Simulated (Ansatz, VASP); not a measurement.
AlN in VASP and in Ansatz

POSCAR

```
AlN
1.0
    0.0000000000      2.0129741509      2.0129741509
    2.0129741509      0.0000000000      2.0129741509
    2.0129741509      2.0129741509      0.0000000000
Al N
1 1
Direct
    0.0000000000      0.0000000000      0.0000000000
    0.5000000000      0.5000000000      0.5000000000
```

The input INCAR.step1:

```
PREC     = Accurate       # precision mode
ENCUT    = 520            # plane-wave cutoff, eV
ISMEAR   = 0              # smearing method
SIGMA    = 0.05           # smearing width, eV
LREAL    = F              # projectors in reciprocal space
LASPH    = T              # aspherical terms in the spheres
NELM     = 80             # most SCF steps
NBANDS   = 11             # bands
GGA      = PE             # functional
ALGO     = Normal         # electronic algorithm
EDIFF    = 1E-4           # SCF threshold, eV
LWAVE    = T              # write WAVECAR
LCHARG   = F              # write CHGCAR
```

The input INCAR.step2:

```
PREC     = Accurate       # precision mode
ENCUT    = 520            # plane-wave cutoff, eV
EDIFF    = 1E-6           # SCF threshold, eV
ISMEAR   = 0              # smearing method
SIGMA    = 0.05           # smearing width, eV
LREAL    = F              # projectors in reciprocal space
LASPH    = T              # aspherical terms in the spheres
NELM     = 80             # most SCF steps
ALGO     = Normal         # electronic algorithm
ISIF     = 2              # what is computed and relaxed
LWAVE    = F              # write WAVECAR
LCHARG   = F              # write CHGCAR
METAGGA  = R2SCAN         # meta-GGA
LMIXTAU  = T            
IVDW     = 13             # dispersion correction
VDW_S6   = 1.0          
VDW_S8   = 0.6018749    
VDW_A1   = 0.51559235   
VDW_A2   = 5.77342911   
NBANDS   = 11             # bands
ISTART   = 1
```

The input KPOINTS:

```
regular mesh
0
Gamma
  10 10 10
```

Input for Ansatz:

```yaml
crystal:
  lattice:
    - [0.0, 2.0129741509, 2.0129741509]
    - [2.0129741509, 0.0, 2.0129741509]
    - [2.0129741509, 2.0129741509, 0.0]
  atoms:
    - { symbol: Al, position: [0.0, 0.0, 0.0] }
    - { symbol: "N", position: [0.5, 0.5, 0.5] }
basis:
  ecutwfc: 500
  ecutrho_ratio: 4
kpoints:
  mp_grid: { grid: [10, 10, 10] }
hamiltonian:
  xc: r2scan
  dispersion: d4
scf:
  occupations: { method: gaussian, width: 0.05 }
output:
  forces: true
  stress: true
  eigenvalues: true
```

Alike in both runs: task single point; functional r2SCAN; dispersion D4; k mesh 10 × 10 × 10; occupations gaussian, width 0.05 eV; no spin polarisation.

|  | VASP | Ansatz |
| --- | --- | --- |
| version | VASP 6.6.1 | Ansatz 0.2.0 |
| potentials or method | VASP PAW PBE potentials, release 64 (Al, N), cutoff 520 eV | scalar-relativistic, plane waves, PAW |
| valence electrons in the cell | 8 | 8 |

```csv
,VASP,Ansatz,Ansatz less VASP
gap on the k mesh at the Fermi level (eV),5.62,5.61,-0.004
least direct gap on the mesh (eV),6.71,6.66,-0.049
pressure (GPa),-0.9,0.0,+0.87
```

VASP's potentials were made for PBE, not for r2SCAN.
